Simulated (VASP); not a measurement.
# Pd (Fm-3m) in VASP: further runs

The runs below take Pd through single point, with PBE.

All numbers are computed with VASP 6.6.1; they aren't measurements. Logs are shortened: lines on timing, memory, paths and dates and some standing lists are left out, and cuts for length are marked.

**1. The cell of the first run**

Symmetry: Fm-3m, No. 225, cubic system. Conventional cell: a = 3.890 Å, b = 3.890 Å, c = 3.890 Å, α = 90.00°, β = 90.00°, γ = 90.00°. Within 3.6 Å of Pd (site symmetry m-3m) lie 12 Pd at 2.75 Å.

**2. Single point, PBE**

File INCAR:

```
  PREC = Accurate
  ENCUT = 520
  EDIFF = 1E-6
  ISMEAR = 0
  SIGMA = 0.1
  LREAL = False
  LASPH = True
  NELM = 60
  ALGO = Normal
  ISIF = 2
  LWAVE = False
  LCHARG = False
  GGA = PE
  NBANDS = 11
```

File KPOINTS:

```
regular mesh
0
Gamma
  16 16 16
```

File POSCAR:

```
Pd
1.0
    0.0000000000      1.9449000000      1.9449000000
    1.9449000000      0.0000000000      1.9449000000
    1.9449000000      1.9449000000      0.0000000000
Pd
1
Direct
   -0.0231374364      0.0231374364      0.0231374364
```

Potentials or basis: VASP PAW PBE potentials, release 64 (Pd).

The run is started by

```console
$ cat potpaw_PBE.64/Pd/POTCAR > POTCAR
$ mpirun -np 1 vasp_std > vasp.out
```

OUTCAR:

```text
PREC = Accurate
   ENCUT = 520
   EDIFF = 1E-6
   ISMEAR = 0
   LREAL = False
   LASPH = True
   NELM = 60
   ISIF = 2
   GGA = PE

 ion  position               nearest neighbor table
   1  0.977  0.023  0.023-

  LATTYP: Found a face centered cubic cell.
 ALAT       =     3.8898000000

  Lattice vectors:

 A1 = (   0.0000000000,   1.9449000000,   1.9449000000)
 A2 = (   1.9449000000,   0.0000000000,   1.9449000000)
 A3 = (   1.9449000000,   1.9449000000,   0.0000000000)

Analysis of symmetry for initial positions (statically):
=====================================================================
 Subroutine PRICEL returns:
 Original cell was already a primitive cell.

 Routine SETGRP: Setting up the symmetry group for a
 face centered cubic supercell.

 Subroutine GETGRP returns: Found 48 space group operations
 (whereof  8 operations were pure point group operations)
 out of a pool of 48 trial point group operations.

The static configuration has the point symmetry C_4v.
 The point group associated with its full space group is O_h .

Analysis of symmetry for dynamics (positions and initial velocities):
=====================================================================
 Subroutine PRICEL returns:
 Original cell was already a primitive cell.

 Routine SETGRP: Setting up the symmetry group for a
 face centered cubic supercell.

 Subroutine GETGRP returns: Found 48 space group operations
 (whereof  8 operations were pure point group operations)
 out of a pool of 48 trial point group operations.

The dynamic configuration has the point symmetry C_4v.
 The point group associated with its full space group is O_h .

 Subroutine INISYM returns: Found 48 space group operations
 (whereof  8 operations are pure point group operations),
 and found     1 'primitive' translations

----------------------------------------------------------------------------------------

                                     Primitive cell

  volume of cell :      14.7137

  direct lattice vectors                    reciprocal lattice vectors
     0.000000000  1.944900000  1.944900000    -0.257082626  0.257082626  0.257082626
     1.944900000  0.000000000  1.944900000     0.257082626 -0.257082626  0.257082626
     1.944900000  1.944900000  0.000000000     0.257082626  0.257082626 -0.257082626

  length of vectors
     2.750503957  2.750503957  2.750503957     0.445280171  0.445280171  0.445280171

  position of ions in fractional coordinates (direct lattice)
     0.976862564  0.023137436  0.023137436

[... 82 lines left out ...]
   ISYM   =      2    0-nonsym 1-usesym 2-fastsym
   POTIM  = 0.5000    time-step for ionic-motion
   TEBEG  =    0.0;   TEEND  =   0.0 temperature during run
   PSTRESS=    0.0 pullay stress
   NELECT =      10.0000    total number of electrons
   NUPDOWN=      -1.0000    fix difference up-down
   EMIN   =  10.00;   EMAX   =-10.00  energy-range for DOS
   EFERMI =   0.00;   METHOD = LEGACY
   ISMEAR =     0;   SIGMA  =   0.10  broadening in eV -4-tet -1-fermi 0-gaus
   EFERMI_NEDOS =   21; number of points for ismear=-14 and -15
   IALGO  =     38    algorithm
   IMIX   =      4    mixing-type and parameters
     AMIX     =   0.40;   BMIX     =  1.00
     AMIX_MAG =   1.60;   BMIX_MAG =  1.00
  volume/ion in A,a.u.               =      14.71        99.29
  Fermi-wavevector in a.u.,A,eV,Ry     =   1.439354  2.719984 28.187725  2.071739
  Thomas-Fermi vector in A             =   2.558219
   LORBIT       =      0    0 simple, 1 ext, 2 COOP (PROOUT), +10 PAW based schemes
   GGA     = PE    functional components
   LHFCALC =     F    Hartree Fock is set to
   AEXX    =    0.0000 exact exchange contribution
   IVDW    =     0    specifies the selected vdW correction
   LEPSILON=     F    determine dielectric tensor
   LRPA    =     F    only Hartree local field effects (RPA)
 non-spin polarized calculation
 Gauss-broadening in eV      SIGMA  =   0.10
  energy-cutoff  :      520.00
  volume of cell :       14.71
 maximum number of plane-waves:       415
   NGX = 11   NGY = 11   NGZ = 11

 number of electron      10.0000000 magnetization

 number of electron       9.9999999 magnetization

 Free energy of the ion-electron system (eV)
  ---------------------------------------------------
  ext. energy  EPLUGINS =         0.00000000
  ---------------------------------------------------
  free energy    TOTEN  =        -5.20984742 eV

  energy without entropy =       -5.19857844  energy(sigma->0) =       -5.20421293

 E-fermi :   9.8476     XC(G=0): -13.1987

 val. band max:        9.8452554244   @ k =   0.5000   0.3750   0.0625
 cond. band min:       9.8527053784   @ k =  -0.3750   0.3750   0.1250
 fundamental gap:      0.0074499540
 Fermi energy:         9.8476289395

 k-point     1 :       0.0000    0.0000    0.0000
  band No.  band energies     occupation
      1       2.6664      2.00000
      2       6.9835      2.00000
      3       6.9835      2.00000
      4       6.9835      2.00000
      5       8.6005      2.00000
      6       8.6005      2.00000
      7      27.0192      0.00000
      8      31.8099      0.00000
      9      31.8099      0.00000
     10      31.8099      0.00000
     11      36.0675      0.00000
[... 309 lines left out ...]
 k-point    24 :      -0.0625    0.0625    0.0000
  band No.  band energies     occupation
      1       3.0401      2.00000
      2       6.8355      2.00000
      3       7.1013      2.00000
      4       7.1392      2.00000
      5       8.4651      2.00000
      6       8.6248      2.00000
      7      27.3906      0.00000
      8      29.9860      0.00000
      9      31.5979      0.00000
     10      32.5492      0.00000
     11      36.1448      0.00000

 [... further k-points ...]

------------------------ aborting loop because EDIFF is reached ----------------------------------------

  FORCE on cell =-STRESS in cart. coord.  units (eV):
  Direction    XX          YY          ZZ          XY          YZ          ZX
  --------------------------------------------------------------------------------------
  -------------------------------------------------------------------------------------
  Total        0.6786670      0.6786670      0.6786670      0.0000000      0.0000000     -0.0000000
  in kB       73.9001758     73.9001758     73.9001758      0.0000000      0.0000000     -0.0000000
  external PRESSURE =      73.9001758 kB  Pullay stress =       0.0000000 kB

 VOLUME and BASIS-vectors are now :
 -----------------------------------------------------------------------------
  energy-cutoff  :      520.00
  volume of cell :       14.71
      direct lattice vectors                 reciprocal lattice vectors
     0.000000000  1.944900000  1.944900000    -0.257082626  0.257082626  0.257082626
     1.944900000  0.000000000  1.944900000     0.257082626 -0.257082626  0.257082626
     1.944900000  1.944900000  0.000000000     0.257082626  0.257082626 -0.257082626

 POSITION                                       TOTAL-FORCE (eV/Angst)
 -----------------------------------------------------------------------------------
      0.09000      1.94490      1.94490         0.000000     -0.000000     -0.000000
 -----------------------------------------------------------------------------------
    total drift:                               -0.000012      0.000000      0.000000

  FREE ENERGIE OF THE ION-ELECTRON SYSTEM (eV)
  ---------------------------------------------------
  free  energy   TOTEN  =        -5.2098474209 eV

  energy  without entropy=       -5.1985784447  energy(sigma->0) =       -5.20421293
```

Wall time 17 s (1 thread of Intel Xeon 8259CL, shared host); peak memory 0.14 GiB.

Results:

| Property | Result |
| --- | --- |
| Free energy | -5.2098 eV |
| Pressure | 7.4 GPa |
| Band gap on the k mesh | zero (bands 5 and 6 overlap by 1.60 eV) |

Levels at points of the mesh, in eV from the Fermi level:
| k point | band 2 | band 3 | band 4 | band 5 | band 6 | band 7 | band 8 | band 9 |
| --- | --- | --- | --- | --- | --- | --- | --- | --- |
| (0.00, 0.00, 0.00) | -2.86 | -2.86 | -2.86 | -1.25 | -1.25 | 17.17 | 21.96 | 21.96 |
| (0.50, 0.00, 0.00) | -2.91 | -2.91 | -0.04 | -0.04 | 0.99 | 7.33 | 16.53 | 21.11 |
| (0.50, 0.50, 0.00) | -5.14 | -0.07 | 0.28 | 0.28 | 3.33 | 10.78 | 13.20 | 13.20 |

Caveat: the cell stands under pressure.

**3. Single point, PBE**

File INCAR:

```
SYSTEM = Pd
ALGO     = Fast           ! electronic algorithm
EDIFF    = 1E-6           ! SCF threshold, eV
ENCUT    = 520            ! plane-wave cutoff, eV
GGA      = PE             ! functional
ISIF     = 2              ! what is computed and relaxed
ISMEAR   = 0              ! smearing method
LASPH    = .TRUE.         ! aspherical terms in the spheres
LCHARG   = .FALSE.        ! write CHGCAR
LREAL    = .FALSE.        ! projectors in reciprocal space
LWAVE    = .FALSE.        ! write WAVECAR
NBANDS   = 11             ! bands
NELM     = 60             ! most SCF steps
PREC     = Accurate       ! precision mode
SIGMA    = 0.1            ! smearing width, eV
```

File KPOINTS:

```
k-points
0
G
  16 16 16
  0 0 0
```

POSCAR, as its differences from that of step 2:

```diff
@@ -8,2 +8,2 @@
 Direct
-   -0.0231374364      0.0231374364      0.0231374364
+    0.0115687182     -0.0115687182      0.0115687182
```

Potentials or basis: VASP PAW PBE potentials, release 64 (Pd).

The run is started by

```console
$ cat potpaw_PBE.64/Pd/POTCAR > POTCAR
$ mpirun -np 1 vasp_std > vasp.out
```

Wall time 18 s (1 thread of Intel Xeon 8259CL, shared host); peak memory 0.14 GiB.

Results (log left out):

```
Free energy            : -5.2098 eV
Pressure               : 7.4 GPa
Band gap on the k mesh : zero (bands 5 and 6 overlap by 1.60 eV)
```

Levels at points of the mesh, in eV from the Fermi level:
| k point | band 3 | band 4 | band 5 | band 6 | band 7 | band 8 |
| --- | --- | --- | --- | --- | --- | --- |
| (0.00, 0.00, 0.00) | -2.86 | -2.86 | -1.25 | -1.25 | 17.17 | 21.96 |
| (0.50, 0.00, 0.00) | -2.91 | -0.04 | -0.04 | 0.99 | 7.33 | 16.53 |
| (0.50, 0.50, 0.00) | -0.07 | 0.28 | 0.28 | 3.33 | 10.78 | 13.20 |

Caveat: the cell stands under pressure.

**4. Single point, PBE**

INCAR, as its differences from that of step 3:

```diff
@@ -1,3 +1,3 @@
 SYSTEM = Pd
-ALGO     = Fast           ! electronic algorithm
+ALGO     = Normal         ! electronic algorithm
 EDIFF    = 1E-6           ! SCF threshold, eV
```

KPOINTS is that of step 3.

POSCAR, as its differences from that of step 3:

```diff
@@ -8,2 +8,2 @@
 Direct
-    0.0115687182     -0.0115687182      0.0115687182
+    0.0578435909      0.0578435909     -0.0578435909
```

The run is started by

```console
$ cat potpaw_PBE.64/Pd/POTCAR > POTCAR
$ mpirun -np 1 vasp_std > vasp.out
```

Wall time 18 s (1 thread of Intel Xeon 8259CL, shared host); peak memory 0.14 GiB.

The run converged. Its results:

| Quantity | Value |
| --- | --- |
| Free energy | -5.2098 eV |
| Pressure | 7.4 GPa |
| Band gap on the k mesh | zero (bands 5 and 6 overlap by 1.60 eV) |

Levels at points of the mesh, in eV from the Fermi level:
```csv
k point,band 3,band 4,band 5,band 6,band 7,band 8
"(0.00, 0.00, 0.00)",-2.86,-2.86,-1.25,-1.25,17.17,21.96
"(0.50, 0.00, 0.00)",-2.91,-0.04,-0.04,0.99,7.33,16.53
"(0.50, 0.50, 0.00)",-0.07,0.28,0.28,3.33,10.78,13.20
```

Caveat: the cell stands under pressure.
